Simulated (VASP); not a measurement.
Set up this calculation in VASP 6.6.1, as the native input.

| Quantity | Value |
| --- | --- |
| Task | single point |
| Functional | r2SCAN |
| Potentials or basis | VASP PAW PBE potentials, release 64 (Na_pv) |
| Cutoff | 520 eV |
| k mesh | 16 × 16 × 16 |
| Occupations | gaussian, width 0.15 eV |
| Spin | no spin polarisation |
| Dipole correction | no |
| Further INCAR settings | ALGO = Normal; EDIFF = 1e-06; NBANDS = 10 |

Crystal: Na.

```xyz
1
Lattice="-2.0540 2.0540 2.1175 2.0540 -2.0540 2.1175 2.0540 2.0540 -2.1175" Properties=species:S:1:pos:R:3 pbc="T T T"
Na    0.0000    0.0000    0.0000
```

This cell differs from its parent crystal: strain -0.030 along x and y, +0.000 along z.

The input as run:

POSCAR

```
Na
1.0
   -2.0539750000      2.0539750000      2.1175000000
    2.0539750000     -2.0539750000      2.1175000000
    2.0539750000      2.0539750000     -2.1175000000
Na
1
Direct
    0.0000000000      0.0000000000      0.0000000000
```

INCAR.step1

```
PREC     = Accurate       # precision mode
ENCUT    = 520            # plane-wave cutoff, eV
ISMEAR   = 0              # smearing method
SIGMA    = 0.15           # smearing width, eV
LREAL    = False          # projectors in reciprocal space
LASPH    = True           # aspherical terms in the spheres
NELM     = 100            # most SCF steps
NBANDS   = 10             # bands
GGA      = PE             # functional
ALGO     = Normal         # electronic algorithm
EDIFF    = 1E-4           # SCF threshold, eV
LWAVE    = True           # write WAVECAR
LCHARG   = False          # write CHGCAR
```

INCAR.step2

```
PREC     = Accurate       # precision mode
ENCUT    = 520            # plane-wave cutoff, eV
EDIFF    = 1E-6           # SCF threshold, eV
ISMEAR   = 0              # smearing method
SIGMA    = 0.15           # smearing width, eV
LREAL    = False          # projectors in reciprocal space
LASPH    = True           # aspherical terms in the spheres
NELM     = 100            # most SCF steps
ALGO     = Normal         # electronic algorithm
ISIF     = 2              # what is computed and relaxed
LWAVE    = False          # write WAVECAR
LCHARG   = False          # write CHGCAR
METAGGA  = R2SCAN         # meta-GGA
LMIXTAU  = True         
NBANDS   = 10             # bands
ISTART   = 1
```

KPOINTS

```
regular mesh
0
Gamma
  16 16 16
```

Potentials or basis: VASP PAW PBE potentials, release 64 (Na_pv).

Run with:

```bash
$ cat potpaw_PBE.64/Na_pv/POTCAR > POTCAR
$ cp INCAR.step1 INCAR
$ mpirun -np 1 vasp_std > vasp.out
$ cp INCAR.step2 INCAR
$ mpirun -np 1 vasp_std > vasp.out
```

It gave:

| Property | Result |
| --- | --- |
| Pressure | 0.4 GPa |

Caveat: the cell differs from its parent crystal (strain -0.030 along x and y, +0.000 along z); the PAW data sets were made with another functional, which shifts forces and pressure a little.

Run time: 6 min on 1 thread of Oxide Virtual Turin-like Processor, with other jobs on the host, peak memory 0.2 GiB.
